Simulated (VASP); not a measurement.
A run of VASP 6.6.1:

File INCAR:

```
SYSTEM = I
  PREC = Accurate
  ENCUT = 520
  EDIFF = 1E-6
  ISMEAR = -1
  SIGMA = 0.08
  LREAL = .False.
  LASPH = .True.
  NELM = 100
  ALGO = Normal
  ISIF = 2
  LWAVE = .False.
  LCHARG = .False.
  GGA = CA
  NBANDS = 10
```

The input KPOINTS:

```
regular mesh
0
Gamma
  13 13 13
  0 0 0
```

File POSCAR:

```
I
1.0
   -1.6831343992      1.6831343992      1.6831343992
    1.6831343992     -1.6831343992      1.6831343992
    1.6831343992      1.6831343992     -1.6831343992
I
1
Direct
    0.0000000000      0.0000000000      0.0000000000
```

Potentials or basis: VASP PAW LDA potentials, release 64 (I).

Command:

```console
$ cat potpaw_LDA.64/I/POTCAR > POTCAR
$ mpirun -np 1 vasp_std > vasp.out
```

Hardware: 1 thread of Intel(R) Xeon(R) Platinum 8375C CPU @ 2.90GHz (Ice Lake), with other jobs on the host.

Problem. How long does it take, and how much memory?

Solution. It took 6.1 s on 1 thread of Intel(R) Xeon(R) Platinum 8375C CPU @ 2.90GHz (Ice Lake), on a shared host, peak memory 0.14 GiB. Counts: scf iterations 10, k points 84.
